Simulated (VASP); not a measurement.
# Al2Cu (R3m) in VASP: single point with PBE

Aim: the single point of Al2Cu with PBE.

Everything below comes from runs of VASP 6.6.1. Logs are shortened: lines on timing, memory, paths and dates and some standing lists are left out, and cuts for length are marked.

## 1. The cell of the first run

The typed cell holds 3 atoms: a = 4.202 Å, b = 4.202 Å, c = 4.202 Å, α = 59.99°, β = 59.99°, γ = 59.99°.

The cell was built from a structure type or drawn by symmetry, and may not be a known phase.

## 2. Single point, PBE

INCAR

```
SYSTEM = Al2Cu
PREC = Accurate
ENCUT = 520
EDIFF = 1E-6
ISMEAR = 0
SIGMA = 0.1
LREAL = .False.
LASPH = .True.
NELM = 100
ALGO = Fast
ISIF = 2
LWAVE = .False.
LCHARG = .False.
GGA = PE
NBANDS = 16
```

KPOINTS

```
Automatic mesh
0
Gamma
  12 12 12
  0 0 0
```

POSCAR

```
Al2Cu
1.0
    2.1006074835      1.2127862960      3.4311471706
   -2.1006074835      1.2127862960      3.4311471706
    0.0000000000     -2.4255725921      3.4311471706
Al Cu
2 1
Direct
    0.6768558114      0.6768558114      0.6768558114
    0.9268172577      0.9268172577      0.9268172577
    0.1768210411      0.1768210411      0.1768210411
```

Potentials or basis: VASP PAW PBE potentials, release 64 (Al, Cu).

Command:

```console
$ cat potpaw_PBE.64/Al/POTCAR potpaw_PBE.64/Cu/POTCAR > POTCAR
$ mpirun -np 1 vasp_std > vasp.out
```

OUTCAR:

```text
SYSTEM = Al2Cu
   PREC = Accurate
   ENCUT = 520
   EDIFF = 1E-6
   ISMEAR = 0
   LREAL = .False.
   LASPH = .True.
   NELM = 100
   ISIF = 2
   GGA = PE

 ion  position               nearest neighbor table
   1  0.677  0.677  0.677-   2 2.57   2 2.57   2 2.57   2 2.57   3 2.97   3 2.97   3 2.97   3 2.97
                             3 2.97   3 2.97
   2  0.927  0.927  0.927-   3 2.57   3 2.57   3 2.57   1 2.57   1 2.57   1 2.57   1 2.57   3 2.57

   3  0.177  0.177  0.177-   2 2.57   2 2.57   2 2.57   2 2.57   1 2.97   1 2.97   1 2.97   1 2.97
                             1 2.97   1 2.97

  LATTYP: Found a trigonal (rhomboedric) cell.
 ALAT       =     4.2019249524
 COS(alpha) =     0.5001689525

  Lattice vectors:

 A1 = (   2.1006074835,   1.2127862960,   3.4311471706)
 A2 = (  -2.1006074835,   1.2127862960,   3.4311471706)
 A3 = (   0.0000000000,  -2.4255725921,   3.4311471706)

Analysis of symmetry for initial positions (statically):
=====================================================================
 Subroutine PRICEL returns:
 Original cell was already a primitive cell.

 Routine SETGRP: Setting up the symmetry group for a
 trigonal (rhombohedral) supercell.

 Subroutine GETGRP returns: Found  6 space group operations
 (whereof  6 operations were pure point group operations)
 out of a pool of 12 trial point group operations.

The static configuration has the point symmetry C_3v.

Analysis of symmetry for dynamics (positions and initial velocities):
=====================================================================
 Subroutine PRICEL returns:
 Original cell was already a primitive cell.

 Routine SETGRP: Setting up the symmetry group for a
 trigonal (rhombohedral) supercell.

 Subroutine GETGRP returns: Found  6 space group operations
 (whereof  6 operations were pure point group operations)
 out of a pool of 12 trial point group operations.

The dynamic configuration has the point symmetry C_3v.

 Subroutine INISYM returns: Found  6 space group operations
 (whereof  6 operations are pure point group operations),
 and found     1 'primitive' translations

----------------------------------------------------------------------------------------

                                     Primitive cell

  volume of cell :      52.4469

  direct lattice vectors                    reciprocal lattice vectors
     2.100607484  1.212786296  3.431147171     0.238026382  0.137424596  0.097149238
    -2.100607484  1.212786296  3.431147171    -0.238026382  0.137424596  0.097149238
     0.000000000 -2.425572592  3.431147171     0.000000000 -0.274849192  0.097149238

  length of vectors
     4.201924952  4.201924952  4.201924952     0.291513383  0.291513383  0.291513383

  position of ions in fractional coordinates (direct lattice)
     0.676855811  0.676855811  0.676855811
     0.926817258  0.926817258  0.926817258
     0.176821041  0.176821041  0.176821041

  ion indices of the primitive-cell ions
   primitive index   ion index
                 1           1
                 2           2
                 3           3

----------------------------------------------------------------------------------------

 KPOINTS: Automatic mesh

Automatic generation of k-mesh.
 Grid dimensions read from file:
 generate k-points for:   12   12   12

 Generating k-lattice:

  Cartesian coordinates                     Fractional coordinates (reciprocal lattice)
     0.019835532  0.011452050  0.008095770     0.083333333  0.000000000  0.000000000
    -0.019835532  0.011452050  0.008095770     0.000000000  0.083333333  0.000000000
     0.000000000 -0.022904099  0.008095770    -0.000000000 -0.000000000  0.083333333

  Length of vectors
     0.024292782  0.024292782  0.024292782

  Shift w.r.t. Gamma in fractional coordinates (k-lattice)
     0.000000000  0.000000000  0.000000000

 Subroutine IBZKPT returns following result:
 ===========================================

 Found    189 irreducible k-points:

 Following reciprocal coordinates:
            Coordinates               Weight
  0.000000  0.000000  0.000000      1.000000
  0.083333 -0.000000  0.000000      6.000000
  0.166667 -0.000000  0.000000      6.000000
  0.250000 -0.000000  0.000000      6.000000
  0.333333  0.000000  0.000000      6.000000
  0.416667  0.000000  0.000000      6.000000
[... 16 lines left out ...]
  0.500000  0.166667  0.000000     12.000000
 -0.416667  0.166667  0.000000     12.000000
 [... further k-points ...]
   k-points           NKPTS =    189   k-points in BZ     NKDIM =    189   number of bands    NBANDS=     16
   number of dos      NEDOS =    301   number of ions     NIONS =      3
   total plane-waves  NPLWV =  32768
   dimension x,y,z NGX =    32 NGY =   32 NGZ =   32
   dimension x,y,z NGXF=    64 NGYF=   64 NGZF=   64
   ions per type =               2   1
   NGX,Y,Z   is equivalent  to a cutoff of  12.66, 12.66, 12.66 a.u.
   NGXF,Y,Z  is equivalent  to a cutoff of  25.32, 25.32, 25.32 a.u.
 SYSTEM =  Al2Cu
   PREC   = accura    normal or accurate (medium, high low for compatibility)
   ISTART =      0    job   : 0-new  1-cont  2-samecut
   ICHARG =      2    charge: 1-file 2-atom 10-const
   ISPIN  =      1    spin polarized calculation?
   LNONCOLLINEAR =      F non collinear calculations
   LSORBIT =      F    spin-orbit coupling
   LASPH  =      T    aspherical Exc in radial PAW
   ENCUT  =  520.0 eV  38.22 Ry    6.18 a.u.   7.81  7.81  7.81*2*pi/ulx,y,z
   NELM   =    100;   NELMIN=  2; NELMDL= -5     # of ELM steps
   EDIFF  = 0.1E-05   stopping-criterion for ELM
   LREAL  =      F    real-space projection
   EDIFFG = 0.1E-04   stopping-criterion for IOM
   NSW    =      0    number of steps for IOM
   IBRION =     -1    ionic relax: 0-MD 1-quasi-New 2-CG
   NFREE  =      0    steps in history (QN), initial steepest desc. (CG)
   ISIF   =      2    stress and relaxation
   ISYM   =      2    0-nonsym 1-usesym 2-fastsym
   POTIM  = 0.5000    time-step for ionic-motion
   TEBEG  =    0.0;   TEEND  =   0.0 temperature during run
   PSTRESS=    0.0 pullay stress
   NELECT =      17.0000    total number of electrons
   NUPDOWN=      -1.0000    fix difference up-down
   EMIN   =  10.00;   EMAX   =-10.00  energy-range for DOS
   EFERMI =   0.00;   METHOD = LEGACY
   ISMEAR =     0;   SIGMA  =   0.10  broadening in eV -4-tet -1-fermi 0-gaus
   EFERMI_NEDOS =   21; number of points for ismear=-14 and -15
   IALGO  =     68    algorithm
   IMIX   =      4    mixing-type and parameters
     AMIX     =   0.40;   BMIX     =  1.00
     AMIX_MAG =   1.60;   BMIX_MAG =  1.00
  volume/ion in A,a.u.               =      17.48       117.98
  Fermi-wavevector in a.u.,A,eV,Ry     =   1.124565  2.125120 17.206558  1.264646
  Thomas-Fermi vector in A             =   2.261237
   LORBIT       =      0    0 simple, 1 ext, 2 COOP (PROOUT), +10 PAW based schemes
   GGA     = PE    functional components
   LHFCALC =     F    Hartree Fock is set to
   AEXX    =    0.0000 exact exchange contribution
   IVDW    =     0    specifies the selected vdW correction
   LEPSILON=     F    determine dielectric tensor
   LRPA    =     F    only Hartree local field effects (RPA)
 non-spin polarized calculation
 RMM-DIIS sequential band-by-band and
 Gauss-broadening in eV      SIGMA  =   0.10
  energy-cutoff  :      520.00
  volume of cell :       52.45
 maximum number of plane-waves:      1428
   NGX = 15   NGY = 15   NGZ = 15

 number of electron      16.9999997 magnetization

 Free energy of the ion-electron system (eV)
  ---------------------------------------------------
  ext. energy  EPLUGINS =         0.00000000
  ---------------------------------------------------
  free energy    TOTEN  =       -10.76285334 eV

  energy without entropy =      -10.75627651  energy(sigma->0) =      -10.75956493

 E-fermi :   5.9538     XC(G=0): -10.0497

 val. band max:        5.9505890858   @ k =   0.5000   0.5000   0.0833
 cond. band min:       6.0260120271   @ k =   0.2500   0.0833   0.0833
 fundamental gap:      0.0754229413
 Fermi energy:         5.9537848883

 k-point     1 :       0.0000    0.0000    0.0000
  band No.  band energies     occupation
      1      -3.6744      2.00000
      2       2.5516      2.00000
      3       2.5517      2.00000
      4       2.5517      2.00000
      5       2.8070      2.00000
      6       2.8070      2.00000
[... 8 lines left out ...]
     15      13.4558      0.00000
     16      13.4564      0.00000

 k-point     2 :       0.0833   -0.0000    0.0000
  band No.  band energies     occupation
      1      -3.5898      2.00000
      2       2.5231      2.00000
      3       2.5581      2.00000
      4       2.5582      2.00000
      5       2.7978      2.00000
      6       2.7978      2.00000
[... 8 lines left out ...]
     15      12.6276      0.00000
     16      12.6277      0.00000

 k-point     3 :       0.1667   -0.0000    0.0000
  band No.  band energies     occupation
      1      -3.3372      2.00000
      2       2.4193      2.00000
      3       2.5656      2.00000
      4       2.5658      2.00000
      5       2.7847      2.00000
      6       2.7847      2.00000
[... 8 lines left out ...]
     15      12.0643      0.00000
     16      12.8710      0.00000

 k-point     4 :       0.2500   -0.0000    0.0000
  band No.  band energies     occupation
      1      -2.9225      2.00000
      2       2.1457      2.00000
      3       2.5469      2.00000
      4       2.5472      2.00000
      5       2.7996      2.00000
      6       2.7997      2.00000
[... 8 lines left out ...]
     15      12.2337      0.00000
     16      13.3775      0.00000
[... 324 lines left out ...]
 k-point    22 :       0.4167    0.1667    0.0000
  band No.  band energies     occupation
      1      -1.8621      2.00000
      2       1.3397      2.00000
      3       2.3707      2.00000
      4       2.5520      2.00000
      5       2.8301      2.00000
      6       2.9024      2.00000
[... 8 lines left out ...]
     15      15.0598      0.00000
     16      16.3044      0.00000

 k-point    23 :       0.5000    0.1667    0.0000
  band No.  band energies     occupation
      1      -1.2178      2.00000
      2       0.5561      2.00000
      3       2.3069      2.00000
      4       2.5209      2.00000
      5       2.8919      2.00000
      6       2.9062      2.00000
[... 8 lines left out ...]
     15      15.0880      0.00000
     16      16.3954      0.00000

 k-point    24 :      -0.4167    0.1667    0.0000
  band No.  band energies     occupation
      1      -1.0587      2.00000
      2       0.3736      2.00000
      3       2.2727      2.00000
      4       2.5087      2.00000
      5       2.8781      2.00000
      6       2.9130      2.00000
[... 8 lines left out ...]
     15      13.7499      0.00000
     16      15.1631      0.00000

 [... further k-points ...]

------------------------ aborting loop because EDIFF is reached ----------------------------------------

  FORCE on cell =-STRESS in cart. coord.  units (eV):
  Direction    XX          YY          ZZ          XY          YZ          ZX
  --------------------------------------------------------------------------------------
  -------------------------------------------------------------------------------------
  Total        0.0468559      0.0468559      0.0410263      0.0000000     -0.0000000      0.0000000
  in kB        1.4313805      1.4313805      1.2532935      0.0000000     -0.0000000      0.0000000
  external PRESSURE =       1.3720182 kB  Pullay stress =       0.0000000 kB

 VOLUME and BASIS-vectors are now :
 -----------------------------------------------------------------------------
  energy-cutoff  :      520.00
  volume of cell :       52.45
      direct lattice vectors                 reciprocal lattice vectors
     2.100607484  1.212786296  3.431147171     0.238026382  0.137424596  0.097149238
    -2.100607484  1.212786296  3.431147171    -0.238026382  0.137424596  0.097149238
     0.000000000 -2.425572592  3.431147171     0.000000000 -0.274849192  0.097149238

 POSITION                                       TOTAL-FORCE (eV/Angst)
 -----------------------------------------------------------------------------------
      0.00000     -0.00000      6.96718         0.000000     -0.000000      0.000242
      0.00000     -0.00000      9.54014         0.000000     -0.000000      0.000343
      0.00000     -0.00000      1.82010         0.000000      0.000000     -0.000585
 -----------------------------------------------------------------------------------
    total drift:                               -0.000000      0.000000      0.000672

  FREE ENERGIE OF THE ION-ELECTRON SYSTEM (eV)
  ---------------------------------------------------
  free  energy   TOTEN  =       -10.7628533368 eV

  energy  without entropy=      -10.7562765149  energy(sigma->0) =      -10.75956493
```

It took 98 s on 1 thread of Intel Xeon Platinum 8488C (Sapphire Rapids), shared host; peak memory 0.28 GiB.

Results:

| Quantity | Value |
| --- | --- |
| Free energy | -10.7629 eV |
| Pressure | 0.1 GPa |
| Band gap on the k mesh | zero (an odd number of electrons rules out a gap without spin polarisation) |
